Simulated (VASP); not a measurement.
A run of VASP 6.6.1:

File INCAR:

```
PREC = Accurate
ENCUT = 520
EDIFF = 1E-6
ISMEAR = -1
SIGMA = 0.02
LREAL = F
LASPH = T
NELM = 100
ALGO = Normal
ISIF = 2
LWAVE = F
LCHARG = F
GGA = PE
NBANDS = 44
```

File KPOINTS:

```
regular mesh
0
Gamma
  5 5 3
```

File POSCAR:

```
SiO2
1.0
    4.7460000000      0.0000000000      0.0000000000
    0.0000000000      4.7460000000      0.0000000000
    0.0000000000      0.0000000000      6.4450000000
Si O
4 8
Direct
    0.3280853935      0.3280853935      0.0000000000
    0.1719146065      0.8280853935      0.2500000000
    0.6719146065      0.6719146065      0.5000000000
    0.8280853935      0.1719146065      0.7500000000
    0.2265871520      0.1604066420      0.2069126698
    0.3395933580      0.7265871520      0.4569126698
    0.7734128480      0.8395933580      0.7069126698
    0.6604066420      0.2734128480      0.9569126698
    0.7265871520      0.3395933580      0.5430873302
    0.8395933580      0.7734128480      0.2930873302
    0.2734128480      0.6604066420      0.0430873302
    0.1604066420      0.2265871520      0.7930873302
```

Potentials or basis: VASP PAW PBE potentials, release 64 (Si, O).

Run with:

```bash
$ cat potpaw_PBE.64/Si/POTCAR potpaw_PBE.64/O/POTCAR > POTCAR
$ mpirun -np 1 vasp_std > vasp.out
```

Hardware: 1 thread of Intel(R) Xeon(R) Platinum 8259CL CPU @ 2.50GHz (Skylake/Cascade Lake) (shared host).

Problem. How long does it take, and how much memory?

Solution. It took 62 s on 1 thread of Intel(R) Xeon(R) Platinum 8259CL CPU @ 2.50GHz (Skylake/Cascade Lake), with other jobs on the host, peak memory 0.25 GiB. Counts: scf iterations 14, k points 12.
